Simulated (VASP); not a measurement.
**BaTiO3: single point with PBE**

BaTiO3:

```
Ba Ti O
1.0
     4.10491    0.00000    0.00000
     0.00000    4.10491    0.00000
     0.00000    0.00000    4.32786
Ba Ti O
1 1 3
Direct
  0.00000 0.00000 0.98632
  0.50000 0.50000 0.46908
  0.50000 0.50000 0.03785
  0.50000 0.00000 0.51738
  0.00000 0.50000 0.51738
```

This cell differs from its parent crystal: strain +0.030 along x and y, +0.030 along z.

```json
{"Program": "VASP 6.6.1", "Task": "single point", "Functional": "PBE", "Potentials or basis": "VASP PAW PBE potentials, release 64 (Ba_sv, Ti_sv, O)", "Cutoff": "520 eV", "k mesh": "8 × 8 × 6", "Occupations": "gaussian, width 0.05 eV", "Spin": "no spin polarisation"}
```

```yaml
Pressure: -10.1 GPa
Largest_force: 0.960 eV/Å
Band_gap_on_the_k_mesh: 1.60 eV, indirect (least direct gap 2.16 eV)
```

Forces on the atoms (eV/Å):
```
Ba   0.000  0.000 -0.064
Ti   0.000  0.000 -0.745
O    0.000  0.000  0.960
O    0.000  0.000 -0.075
O    0.000  0.000 -0.075
```

Stress tensor (GPa, compression positive):
```
-10.26   0.00   0.00
  0.00 -10.26   0.00
  0.00   0.00  -9.90
```

Levels at points of the mesh, in eV from the valence-band top:
```
           k point  band 16  band 17  band 18  band 19  band 20  band 21  band 22  band 23  band 24  band 25
(0.00, 0.00, 0.00)    -1.60    -1.18    -0.95    -0.56    -0.56     1.60     2.18     2.18     3.42     3.65
(0.50, 0.00, 0.00)    -1.82    -1.77    -1.61    -1.53    -1.29     2.23     3.00     3.10     3.53     4.74
(0.50, 0.50, 0.00)    -2.70    -2.04    -1.17    -1.17    -0.05     3.12     3.12     3.43     3.54     6.56
(0.00, 0.00, 0.50)    -2.05    -1.97    -1.76    -0.72    -0.72     1.70     3.01     3.01     3.42     5.05
(0.50, 0.00, 0.50)    -2.33    -1.86    -1.17    -1.08    -0.48     3.02     3.04     3.26     4.09     6.19
(0.50, 0.50, 0.50)    -2.61    -2.61    -0.43    -0.43     0.00     3.45     3.45     3.55     5.44     5.99
```

Run time: 110 s on 1 thread of Intel(R) Xeon(R) Platinum 8259CL CPU @ 2.50GHz (Skylake/Cascade Lake), on a shared host, peak memory 0.26 GiB.

Caveat: the cell differs from its parent crystal (strain +0.030 along x and y, +0.030 along z); spin-orbit coupling is left out, which moves the levels of the heavy elements. A k mesh can miss the band edges.
